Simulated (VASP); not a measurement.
The system is CdTe.

```xyz
2
Lattice="0.0000 2.9779 2.9779 2.9779 0.0000 2.9779 2.9779 2.9779 0.0000" Properties=species:S:1:pos:R:3 pbc="T T T"
Cd    0.0000    0.0000    0.0000
Te    2.9779    2.9779    2.9779
```

| Property | Result |
| --- | --- |
| Program | VASP 6.6.1 |
| Task | relaxation of cell and atoms |
| Functional | PBE |
| Potentials or basis | VASP PAW PBE potentials, release 64 (Cd, Te) |
| Cutoff | 600 eV |
| k mesh | 6 × 6 × 6 |
| Occupations | fermi-dirac, width 0.02 eV |
| Spin | no spin polarisation |

At the start: pressure 5.1 GPa; volume 26.41 Å³/atom.

**Question.** How do energy, volume and symmetry change on relaxing?

**Answer.** Over 3 steps the energy falls by 35.6 meV/atom and the volume is 28.85 Å³/atom (+9.3 %); space group Fm-3m (No. 225, to 0.05 Å).

Step by step:
| step | energy change (eV) | largest force (eV/Å) | pressure (GPa) | volume (Å³) |
| --- | --- | --- | --- | --- |
| 1 | 0.0000 | 0.0000 | 5.09 | 52.82 |
| 2 | -0.0640 | 0.0000 | -1.26 | 59.49 |
| 3 | -0.0712 | 0.0000 | 0.02 | 57.71 |

Final structure:
```
Cd Te
1.0
     0.00000    3.06711    3.06711
     3.06711    0.00000    3.06711
     3.06711    3.06711    0.00000
Cd Te
1 1
Cartesian
  0.0000 0.0000 0.0000
  3.0671 3.0671 3.0671
```
